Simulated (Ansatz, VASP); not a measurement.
**MoS2: VASP beside Ansatz**

```
Mo S
1.0
     3.12193    0.00000    0.00000
    -1.56097    2.70367    0.00000
     0.00000    0.00000    6.76242
Mo S
1 2
Cartesian
  0.0000 0.0000 0.0000
  0.0000 1.8024 1.6793
  0.0000 1.8024 5.0831
```

Alike in both runs: task single point; functional PBE; dispersion D3(BJ); k mesh 12 × 12 × 4; occupations gaussian, width 0.05 eV; no spin polarisation.

|  | VASP | Ansatz |
| --- | --- | --- |
| version | VASP 6.6.1 | Ansatz 0.2.0 |
| potentials or method | VASP PAW PBE potentials, release 64 (Mo_sv, S), cutoff 500 eV | scalar-relativistic, plane waves, PAW |
| valence electrons in the cell | 26 | 26 |

```tsv
	VASP	Ansatz	Ansatz less VASP
gap on the k mesh at the Fermi level (eV)	1.11	1.11	0.000
least direct gap on the mesh (eV)	2.00	2.00	-0.003
pressure (GPa)	-7.2	-7.1	+0.08
traceless stress, the component that is largest in VASP (GPa)	-8.66	-8.62	+0.039
rms of the force components (eV/Å)	0.829	0.825	-0.0039
```

Atom by atom the forces differ by 0.004 eV/Å (rms over components).
